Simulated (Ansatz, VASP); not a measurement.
# One calculation of TaAs, two programs

```
Ta As
1.0
    -1.70298    1.70298    5.75406
     1.70298   -1.70298    5.75406
     1.70298    1.70298   -5.75406
Ta As
2 2
Direct
  0.50032 0.00032 0.50000
  0.75032 0.75032 0.00000
  0.08228 0.58228 0.50000
  0.33228 0.33228 0.00000
```

Alike in both runs: functional LDA; k mesh 18 × 18 × 18; occupations fermi-dirac, width 0.15 eV; no spin polarisation.

Ansatz relaxed the structure, and its values are those at the end. VASP's run is a single point on that final structure, the one shown.

|  | VASP | Ansatz |
| --- | --- | --- |
| version | VASP 6.6.1 | Ansatz 0.2.0 |
| potentials or method | VASP PAW LDA potentials, release 64 (Ta_pv, As), cutoff 520 eV | scalar-relativistic, plane waves, PAW |
| valence electrons in the cell | 32 | 56 |

```csv
,VASP,Ansatz,Ansatz less VASP
gap on the k mesh at the Fermi level (eV),none,none,-
pressure (GPa),1.2,0.0,-1.17
rms of the force components (eV/Å),0.003,0.000,-0.0034
```

LDA's correlation is that of Perdew and Zunger in VASP and of Perdew and Wang (1992) in Ansatz. A gap of «none» marks a metal or a gap that the smearing closes. VASP's potentials hold 32 valence electrons a cell and Ansatz's 56, so a difference there can come from the potentials and not from the codes.

Spin-orbit coupling is off throughout.
